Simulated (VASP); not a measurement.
# Cr (Im-3m) in VASP: further runs

Runs on Cr. Level: LDA. Tasks: single point.

All numbers are computed with VASP 6.6.1; they aren't measurements. Logs are shortened: lines on timing, memory, paths and dates and some standing lists are left out, and cuts for length are marked.

## (1) The cell of the first run

It takes space group Im-3m (No. 229, cubic). Conventional cell: a = 2.789 Å, b = 2.789 Å, c = 2.789 Å, α = 90.00°, β = 90.00°, γ = 90.00°. Cr (site symmetry m-3m) has 14 Cr at 2.41 to 2.79 Å within 3.2 Å.

## (2) Single point, LDA, collinear spin, antiferromagnetic start

The input, INCAR:

```
PREC     = Accurate       # precision mode
ENCUT    = 520            # plane-wave cutoff, eV
EDIFF    = 1E-6           # SCF threshold, eV
ISMEAR   = -1             # smearing method
SIGMA    = 0.05           # smearing width, eV
LREAL    = F              # projectors in reciprocal space
LASPH    = T              # aspherical terms in the spheres
NELM     = 150            # most SCF steps
ALGO     = Normal         # electronic algorithm
ISIF     = 2              # what is computed and relaxed
LWAVE    = F              # write WAVECAR
LCHARG   = T              # write CHGCAR
ISPIN    = 2              # spin polarisation
MAGMOM   = 1.5 -1.5       # initial moments
LORBIT   = 11             # projections on sites
LMAXMIX  = 4              # l up to which the mixer works
LELF     = T              # ELF
LVHAR    = T            
NBANDS   = 23             # bands
```

The input, KPOINTS:

```
regular mesh
0
Gamma
  18 18 18
```

The input, POSCAR:

```
Cr
1.0
    2.7885661871      0.0000000000      0.0000000000
    0.0000000000      2.7885661871      0.0000000000
    0.0000000000      0.0000000000      2.7885661871
Cr
2
Direct
    0.0000000000      0.0000000000      0.0000000000
    0.5000000000      0.5000000000      0.5000000000
```

Potentials or basis: VASP PAW LDA potentials, release 64 (Cr_pv).

On the command line:

```sh
$ cat potpaw_LDA.64/Cr_pv/POTCAR > POTCAR
$ mpirun -np 1 vasp_std > vasp.out
```

OUTCAR:

```text
PREC = Accurate
   ENCUT = 520
   EDIFF = 1E-6
   ISMEAR = -1
   LREAL = F
   LASPH = T
   NELM = 150
   ISIF = 2
   ISPIN = 2
   LORBIT = 11

 ion  position               nearest neighbor table
   1  0.000  0.000  0.000-   2 2.41   2 2.41   2 2.41   2 2.41   2 2.41   2 2.41   2 2.41   2 2.41

   2  0.500  0.500  0.500-   1 2.41   1 2.41   1 2.41   1 2.41   1 2.41   1 2.41   1 2.41   1 2.41

  LATTYP: Found a simple cubic cell.
 ALAT       =     2.7885661871

  Lattice vectors:

 A1 = (   2.7885661871,   0.0000000000,   0.0000000000)
 A2 = (   0.0000000000,   2.7885661871,   0.0000000000)
 A3 = (   0.0000000000,   0.0000000000,   2.7885661871)

Analysis of symmetry for initial positions (statically):
=====================================================================
 Subroutine PRICEL returns following result:

  LATTYP: Found a body centered cubic cell.
 ALAT       =     2.7885661871

  Lattice vectors:

 A1 = (   1.3942830935,   1.3942830936,  -1.3942830935)
 A2 = (  -1.3942830935,   1.3942830935,   1.3942830935)
 A3 = (   1.3942830935,  -1.3942830935,   1.3942830936)

   2 primitive cells build up your supercell.

 Routine SETGRP: Setting up the symmetry group for a
 simple cubic supercell.

 Subroutine GETGRP returns: Found 48 space group operations
 (whereof 48 operations were pure point group operations)
 out of a pool of 48 trial point group operations.

The static configuration has the point symmetry O_h .

Analysis of symmetry for dynamics (positions and initial velocities):
=====================================================================
 Subroutine PRICEL returns following result:

  LATTYP: Found a body centered cubic cell.
 ALAT       =     2.7885661871

  Lattice vectors:

 A1 = (   1.3942830935,   1.3942830936,  -1.3942830935)
 A2 = (  -1.3942830935,   1.3942830935,   1.3942830935)
 A3 = (   1.3942830935,  -1.3942830935,   1.3942830936)

   2 primitive cells build up your supercell.

 Routine SETGRP: Setting up the symmetry group for a
 simple cubic supercell.

 Subroutine GETGRP returns: Found 48 space group operations
 (whereof 48 operations were pure point group operations)
 out of a pool of 48 trial point group operations.

The dynamic configuration has the point symmetry O_h .

Analysis of structural, dynamic, and magnetic symmetry:
=====================================================================
 Subroutine PRICEL returns following result:

  LATTYP: Found a body centered cubic cell.
 ALAT       =     2.7885661871

  Lattice vectors:

 A1 = (   1.3942830935,   1.3942830936,  -1.3942830935)
 A2 = (  -1.3942830935,   1.3942830935,   1.3942830935)
 A3 = (   1.3942830935,  -1.3942830935,   1.3942830936)

   2 primitive cells build up your supercell.

 Routine SETGRP: Setting up the symmetry group for a
 simple cubic supercell.

 Subroutine GETGRP returns: Found 48 space group operations
 (whereof 48 operations were pure point group operations)
 out of a pool of 48 trial point group operations.

The overall configuration has the point symmetry O_h .

 Subroutine INISYM returns: Found 48 space group operations
 (whereof 48 operations are pure point group operations),
 and found     2 'primitive' translations

----------------------------------------------------------------------------------------

                                     Primitive cell

  volume of cell :      10.8421

  direct lattice vectors                    reciprocal lattice vectors
     1.394283094  1.394283094 -1.394283094     0.358607231  0.358607231  0.000000000
    -1.394283094  1.394283094  1.394283094    -0.000000000  0.358607231  0.358607231
     1.394283094 -1.394283094  1.394283094     0.358607231  0.000000000  0.358607231

  length of vectors
     2.414969158  2.414969158  2.414969158     0.507147210  0.507147210  0.507147210

  position of ions in fractional coordinates (direct lattice)
     0.000000000  0.000000000  0.000000000

  ion indices of the primitive-cell ions
   primitive index   ion index
                 1           1

----------------------------------------------------------------------------------------

 KPOINTS: regular mesh

Automatic generation of k-mesh.
 Grid dimensions read from file:
 generate k-points for:   18   18   18

 Generating k-lattice:

  Cartesian coordinates                     Fractional coordinates (reciprocal lattice)
     0.019922624  0.000000000  0.000000000     0.055555556  0.000000000  0.000000000
     0.000000000  0.019922624  0.000000000     0.000000000  0.055555556  0.000000000
     0.000000000  0.000000000  0.019922624     0.000000000  0.000000000  0.055555556

  Length of vectors
     0.019922624  0.019922624  0.019922624

  Shift w.r.t. Gamma in fractional coordinates (k-lattice)
     0.000000000  0.000000000  0.000000000

 Subroutine IBZKPT returns following result:
 ===========================================

 Found    220 irreducible k-points:

 Following reciprocal coordinates:
            Coordinates               Weight
  0.000000  0.000000  0.000000      1.000000
  0.055556  0.000000  0.000000      6.000000
  0.111111  0.000000  0.000000      6.000000
  0.166667  0.000000  0.000000      6.000000
  0.222222  0.000000  0.000000      6.000000
  0.277778  0.000000  0.000000      6.000000
[... 16 lines left out ...]
  0.277778  0.111111  0.000000     24.000000
  0.333333  0.111111  0.000000     24.000000
 [... further k-points ...]
   k-points           NKPTS =    220   k-points in BZ     NKDIM =    220   number of bands    NBANDS=     23
   number of dos      NEDOS =    301   number of ions     NIONS =      2
   total plane-waves  NPLWV =  13824
   dimension x,y,z NGX =    24 NGY =   24 NGZ =   24
   dimension x,y,z NGXF=    48 NGYF=   48 NGZF=   48
   ions per type =               2
   NGX,Y,Z   is equivalent  to a cutoff of  14.31, 14.31, 14.31 a.u.
   NGXF,Y,Z  is equivalent  to a cutoff of  28.62, 28.62, 28.62 a.u.
 SYSTEM =  unknown system
   PREC   = accura    normal or accurate (medium, high low for compatibility)
   ISTART =      0    job   : 0-new  1-cont  2-samecut
   ICHARG =      2    charge: 1-file 2-atom 10-const
   ISPIN  =      2    spin polarized calculation?
   LNONCOLLINEAR =      F non collinear calculations
   LSORBIT =      F    spin-orbit coupling
   LASPH  =      T    aspherical Exc in radial PAW
   ENCUT  =  520.0 eV  38.22 Ry    6.18 a.u.   5.18  5.18  5.18*2*pi/ulx,y,z
   NELM   =    150;   NELMIN=  2; NELMDL= -5     # of ELM steps
   EDIFF  = 0.1E-05   stopping-criterion for ELM
   LREAL  =      F    real-space projection
   EDIFFG = 0.1E-04   stopping-criterion for IOM
   NSW    =      0    number of steps for IOM
   IBRION =     -1    ionic relax: 0-MD 1-quasi-New 2-CG
   NFREE  =      0    steps in history (QN), initial steepest desc. (CG)
   ISIF   =      2    stress and relaxation
   ISYM   =      2    0-nonsym 1-usesym 2-fastsym
   POTIM  = 0.5000    time-step for ionic-motion
   TEBEG  =    0.0;   TEEND  =   0.0 temperature during run
   PSTRESS=    0.0 pullay stress
   NELECT =      24.0000    total number of electrons
   NUPDOWN=      -1.0000    fix difference up-down
   EMIN   =  10.00;   EMAX   =-10.00  energy-range for DOS
   EFERMI =   0.00;   METHOD = LEGACY
   ISMEAR =    -1;   SIGMA  =   0.05  broadening in eV -4-tet -1-fermi 0-gaus
   EFERMI_NEDOS =   21; number of points for ismear=-14 and -15
   IALGO  =     38    algorithm
   IMIX   =      4    mixing-type and parameters
     AMIX     =   0.40;   BMIX     =  1.00
     AMIX_MAG =   1.60;   BMIX_MAG =  1.00
  volume/ion in A,a.u.               =      10.84        73.17
  Fermi-wavevector in a.u.,A,eV,Ry     =   1.693418  3.200097 39.016965  2.867666
  Thomas-Fermi vector in A             =   2.774828
   LORBIT       =     11    0 simple, 1 ext, 2 COOP (PROOUT), +10 PAW based schemes
   GGA     = CA    functional components
   LHFCALC =     F    Hartree Fock is set to
   AEXX    =    0.0000 exact exchange contribution
   IVDW    =     0    specifies the selected vdW correction
   LEPSILON=     F    determine dielectric tensor
   LRPA    =     F    only Hartree local field effects (RPA)
 spin polarized calculation
  energy-cutoff  :      520.00
  volume of cell :       21.68
 maximum number of plane-waves:       624
 NGX is ok and might be reduce to    24

 number of electron      24.0000018 magnetization      -0.0000000

 number of electron      24.0000018 magnetization       0.0000000

 Free energy of the ion-electron system (eV)
  ---------------------------------------------------
  ext. energy  EPLUGINS =         0.00000000
  ---------------------------------------------------
  free energy    TOTEN  =       -21.26336299 eV

  energy without entropy =      -21.25215964  energy(sigma->0) =      -21.25776131

 E-fermi :  11.7505     XC(G=0): -14.3768

 val. band max:       11.7489165006   @ k =   0.3333   0.0556   0.0000
 cond. band min:      11.7506706383   @ k =   0.5000   0.1111   0.1111
 fundamental gap:      0.0017541378
 Fermi energy:        11.7505233872

 spin component 1

 k-point     1 :       0.0000    0.0000    0.0000
  band No.  band energies     occupation
      1     -31.2948      1.00000
      2     -31.2948      1.00000
      3     -31.2948      1.00000
      4     -30.5132      1.00000
      5     -30.5132      1.00000
      6     -30.5132      1.00000
[... 613 lines left out ...]
     22      27.7792      0.00000
     23      30.6018      0.00000

 [... further k-points ...]

 spin component 2

 k-point     1 :       0.0000    0.0000    0.0000
  band No.  band energies     occupation
      1     -31.2948      1.00000
      2     -31.2948      1.00000
      3     -31.2948      1.00000
      4     -30.5132      1.00000
      5     -30.5132      1.00000
      6     -30.5132      1.00000
[... 613 lines left out ...]
     22      27.7792      0.00000
     23      30.6016      0.00000

 [... further k-points ...]

------------------------ aborting loop because EDIFF is reached ----------------------------------------

  FORCE on cell =-STRESS in cart. coord.  units (eV):
  Direction    XX          YY          ZZ          XY          YZ          ZX
  --------------------------------------------------------------------------------------
  -------------------------------------------------------------------------------------
  Total       -0.0072316     -0.0072316     -0.0072316      0.0000000      0.0000000     -0.0000000
  in kB       -0.5343209     -0.5343209     -0.5343209      0.0000000      0.0000000     -0.0000000
  external PRESSURE =      -0.5343209 kB  Pullay stress =       0.0000000 kB

 VOLUME and BASIS-vectors are now :
 -----------------------------------------------------------------------------
  energy-cutoff  :      520.00
  volume of cell :       21.68
      direct lattice vectors                 reciprocal lattice vectors
     2.788566187  0.000000000  0.000000000     0.358607231  0.000000000  0.000000000
     0.000000000  2.788566187  0.000000000     0.000000000  0.358607231  0.000000000
     0.000000000  0.000000000  2.788566187     0.000000000  0.000000000  0.358607231

 POSITION                                       TOTAL-FORCE (eV/Angst)
 -----------------------------------------------------------------------------------
      0.00000      0.00000      0.00000        -0.000000     -0.000000     -0.000000
      1.39428      1.39428      1.39428         0.000000      0.000000      0.000000
 -----------------------------------------------------------------------------------
    total drift:                                0.000000      0.000000     -0.000000

  FREE ENERGIE OF THE ION-ELECTRON SYSTEM (eV)
  ---------------------------------------------------
  free  energy   TOTEN  =       -21.2633629869 eV

  energy  without entropy=      -21.2521596430  energy(sigma->0) =      -21.25776131

 total charge

# of ion       s       p       d       tot
------------------------------------------
    1        0.449   6.440   4.316  11.205
    2        0.449   6.440   4.316  11.205
--------------------------------------------------
tot          0.897  12.880   8.633  22.410

 magnetization (x)

# of ion       s       p       d       tot
------------------------------------------
    1        0.000   0.000   0.000   0.000
    2       -0.000  -0.000  -0.000  -0.000
--------------------------------------------------
tot          0.000   0.000   0.000   0.000
```

It took 1.8 min on 1 thread of AMD EPYC 9R45 (Zen 5), shared host; peak memory 0.22 GiB.

What came out:

| Quantity | Value |
| --- | --- |
| Free energy | -21.2634 eV |
| Pressure | -0.1 GPa |
| Band gap on the k mesh | zero (filled and empty bands overlap) |
| Net moment | 0.00 μB per cell |
| Valence electrons inside the program's atomic spheres | Cr 11.21 |

Caveat: the starting moments collapsed, and a magnetic state may lie lower.

## (3) Single point, LDA

This run uses another cell than the first one: it holds 1 atom, not 2.

The input, INCAR:

```
SYSTEM = Cr
PREC = Accurate
ENCUT = 500
EDIFF = 1E-6
ISMEAR = -1
SIGMA = 0.1
LREAL = .False.
LASPH = .True.
NELM = 120
ALGO = Normal
ISIF = 2
LWAVE = .False.
LCHARG = .True.
GGA = CA
LELF = .True.
LVHAR = .True.
NBANDS = 12
GGA_COMPAT = .False.
```

The input, KPOINTS:

```
Automatic mesh
0
Gamma
  3 3 3
  0 0 0
```

The input, POSCAR:

```
Cr
1.0
   -1.3942485114      1.3942485114      1.3942485114
    1.3942485114     -1.3942485114      1.3942485114
    1.3942485114      1.3942485114     -1.3942485114
Cr
1
Direct
    0.0000000000      0.0000000000      0.0000000000
```

Potentials or basis: VASP PAW LDA potentials, release 64 (Cr_pv).

On the command line:

```sh
$ cat potpaw_LDA.64/Cr_pv/POTCAR > POTCAR
$ mpirun -np 1 vasp_std > vasp.out
```

It took 2.6 s on 1 thread of Intel Xeon 8259CL, shared host; peak memory 0.11 GiB.

Results (log left out):

```yaml
Free_energy: -10.2670 eV
Pressure: 14.7 GPa
Band_gap_on_the_k_mesh: zero (band 6 reaches 12.08 eV, above the bottom of band 7 at 10.49 eV)
```

Levels at points of the mesh, in eV from the Fermi level:
| k point | band 3 | band 4 | band 5 | band 6 | band 7 | band 8 | band 9 | band 10 |
| --- | --- | --- | --- | --- | --- | --- | --- | --- |
| (0.00, 0.00, 0.00) | -42.86 | -8.31 | -1.55 | -1.55 | -1.55 | 0.62 | 0.62 | 4.58 |

Caveat: the k points lie up to 1.06 Å⁻¹ apart; the run has no spin polarisation, though such a crystal can be magnetic. Spin polarisation is off, so any magnetic state and its effect on volume and gap are missing.

## (4) Single point, LDA

This run uses another cell than the first one: it holds 1 atom, not 2.

The input, INCAR:

```
ALGO = Normal
EDIFF = 1E-6
ENCUT = 500
GGA_COMPAT = F
ISIF = 2
ISMEAR = -1
LASPH = T
LCHARG = T
LELF = T
LREAL = F
LVHAR = T
LWAVE = F
NBANDS = 12
NELM = 120
PREC = Accurate
SIGMA = 0.1
```

The input, KPOINTS:

```
k-points
0
Gamma
  4 4 4
```

POSCAR is that of step 3.

On the command line:

```sh
$ cat potpaw_LDA.64/Cr_pv/POTCAR > POTCAR
$ mpirun -np 1 vasp_std > vasp.out
```

Wall time 3.3 s (1 thread of Intel Xeon 8259CL, shared host); peak memory 0.11 GiB.

The run converged. Its results:

```yaml
Free_energy: -10.6005 eV
Pressure: -1.1 GPa
Band_gap_on_the_k_mesh: zero (band 6 reaches 14.55 eV, above the bottom of band 7 at 10.82 eV)
```

Levels at points of the mesh, in eV from the Fermi level:
| k point | band 3 | band 4 | band 5 | band 6 | band 7 | band 8 | band 9 | band 10 |
| --- | --- | --- | --- | --- | --- | --- | --- | --- |
| (0.00, 0.00, 0.00) | -42.21 | -8.10 | -1.00 | -1.00 | -1.00 | 1.17 | 1.17 | 5.48 |
| (0.50, 0.00, 0.00) | -42.22 | -4.81 | -2.71 | 1.22 | 1.30 | 1.56 | 3.17 | 5.47 |
| (0.50, 0.50, 0.50) | -42.99 | -4.81 | -4.81 | 2.73 | 2.73 | 2.73 | 5.47 | 11.13 |

Caveat: the k points lie up to 0.80 Å⁻¹ apart; the run has no spin polarisation, though such a crystal can be magnetic. Spin polarisation is off, so any magnetic state and its effect on volume and gap are missing.

## (5) Single point, LDA

This run uses another cell than the first one: it holds 1 atom, not 2.

The input, INCAR:

```
PREC = Accurate ; ENCUT = 500
EDIFF = 1E-6 ; ISMEAR = -1
SIGMA = 0.1 ; LREAL = False
LASPH = True ; NELM = 120
ALGO = Normal ; ISIF = 2
LWAVE = False ; LCHARG = False
NBANDS = 12 ; GGA_COMPAT = False
```

The input, KPOINTS:

```
regular mesh
0
Gamma
  6 6 6
```

POSCAR is that of step 4.

On the command line:

```sh
$ cat potpaw_LDA.64/Cr_pv/POTCAR > POTCAR
$ mpirun -np 1 vasp_std > vasp.out
```

It took 3.7 s on 1 thread of Intel Xeon 8259CL, shared host; peak memory 0.11 GiB.

The run converged. Its results:

```
Free energy            : -10.6928 eV
Pressure               : -0.9 GPa
Band gap on the k mesh : zero (band 6 reaches 14.42 eV, above the bottom of band 7 at 10.72 eV)
```

Levels at points of the mesh, in eV from the Fermi level:
```tsv
k point	band 3	band 4	band 5	band 6	band 7	band 8	band 9	band 10
(0.00, 0.00, 0.00)	-42.24	-8.00	-1.00	-1.00	-1.00	1.18	1.18	5.39
(0.50, 0.00, 0.00)	-42.25	-4.76	-2.70	1.21	1.39	1.56	3.13	5.38
(0.50, 0.50, 0.50)	-43.02	-4.76	-4.76	2.70	2.70	2.70	5.38	11.21
```

Caveat: the k points lie up to 0.53 Å⁻¹ apart; the run has no spin polarisation, though such a crystal can be magnetic. Spin polarisation is off, so any magnetic state and its effect on volume and gap are missing.

## (6) Single point, LDA

This run uses another cell than the first one: it holds 1 atom, not 2.

The input, INCAR:

```
  PREC = Accurate
  ENCUT = 500
  EDIFF = 1E-6
  ISMEAR = -1
  SIGMA = 0.1
  LREAL = False
  LASPH = True
  NELM = 120
  ALGO = Normal
  ISIF = 2
  LWAVE = False
  LCHARG = True
  LELF = True
  LVHAR = True
  NBANDS = 12
  GGA_COMPAT = False
```

The input, KPOINTS:

```
Automatic mesh
0
Gamma
  8 8 8
```

POSCAR is that of step 5.

Potentials or basis: VASP PAW LDA potentials, release 64 (Cr_pv).

On the command line:

```sh
$ cat potpaw_LDA.64/Cr_pv/POTCAR > POTCAR
$ mpirun -np 1 vasp_std > vasp.out
```

Run time: 6.2 s. Hardware: 1 thread of Intel Xeon 8259CL, shared host; peak memory 0.11 GiB.

Results (log left out):

```
Free energy            : -10.6285 eV
Pressure               : 0.8 GPa
Band gap on the k mesh : zero (band 6 reaches 14.41 eV, above the bottom of band 7 at 10.71 eV)
```

Levels at points of the mesh, in eV from the Fermi level:
| k point | band 3 | band 4 | band 5 | band 6 | band 7 | band 8 | band 9 | band 10 |
| --- | --- | --- | --- | --- | --- | --- | --- | --- |
| (0.00, 0.00, 0.00) | -42.12 | -7.86 | -0.88 | -0.88 | -0.88 | 1.30 | 1.30 | 5.50 |
| (0.50, 0.00, 0.00) | -42.13 | -4.63 | -2.57 | 1.33 | 1.52 | 1.68 | 3.26 | 5.50 |
| (0.50, 0.50, 0.50) | -42.90 | -4.63 | -4.63 | 2.82 | 2.82 | 2.82 | 5.50 | 11.35 |

Caveat: the k points lie up to 0.40 Å⁻¹ apart; the run has no spin polarisation, though such a crystal can be magnetic. Spin polarisation is off, so any magnetic state and its effect on volume and gap are missing.

## (7) Overview

```csv
k mesh,gap on the mesh (eV),pressure (GPa)
3 × 3 × 3,none,14.7
4 × 4 × 4,none,-1.1
6 × 6 × 6,none,-0.9
8 × 8 × 8,none,0.8
```

Alike in all rows: task single point; level LDA; potentials or basis VASP PAW LDA potentials, release 64 (Cr_pv); no spin polarisation; cell as given; cutoff (eV) 500; smearing fermi-dirac 0.1 eV.

Caveats: all runs use coarse meshes; the run has no spin polarisation, though such a crystal can be magnetic.

Total energies depend on the potentials used, so only differences within one code and one set of settings carry meaning.
